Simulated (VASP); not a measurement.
A run of VASP 6.6.1:

File INCAR:

```
SYSTEM = InSe
  PREC = Accurate
  ENCUT = 520
  EDIFF = 1E-7
  ISMEAR = 0
  SIGMA = 0.02
  LREAL = .FALSE.
  LASPH = .TRUE.
  NELM = 80
  ALGO = Normal
  ISIF = 2
  LWAVE = .FALSE.
  LCHARG = .FALSE.
  GGA = PE
  NBANDS = 48
```

Contents of KPOINTS:

```
regular mesh
0
G
  12 12 2
  0 0 0
```

Contents of POSCAR:

```
InSe
1.0
    4.0898722007      0.0000000000      0.0000000000
   -2.0449361003      3.5419332240      0.0000000000
    0.0000000000      0.0000000000     19.5048684872
In Se
4 4
Direct
    0.3333333333      0.6666666667      0.1775279494
    0.6666666667      0.3333333333      0.6775279494
    0.3333333333      0.6666666667      0.3224720506
    0.6666666667      0.3333333333      0.8224720506
    0.3333333333      0.6666666667      0.6122944814
    0.6666666667      0.3333333333      0.1122944814
    0.3333333333      0.6666666667      0.8877055186
    0.6666666667      0.3333333333      0.3877055186
```

Potentials or basis: VASP PAW PBE potentials, release 64 (In_d, Se).

Launch:

```sh
$ cat potpaw_PBE.64/In_d/POTCAR potpaw_PBE.64/Se/POTCAR > POTCAR
$ mpirun -np 1 vasp_std > vasp.out
```

Hardware: 1 thread of AMD EPYC 7R43 64-Core Processor (Zen 3) (shared host).

How long does it take, and how much memory?

It took 9.3 min on 1 thread of AMD EPYC 7R43 64-Core Processor (Zen 3), on a shared host, peak memory 0.58 GiB. Counts: scf iterations 16, k points 38.
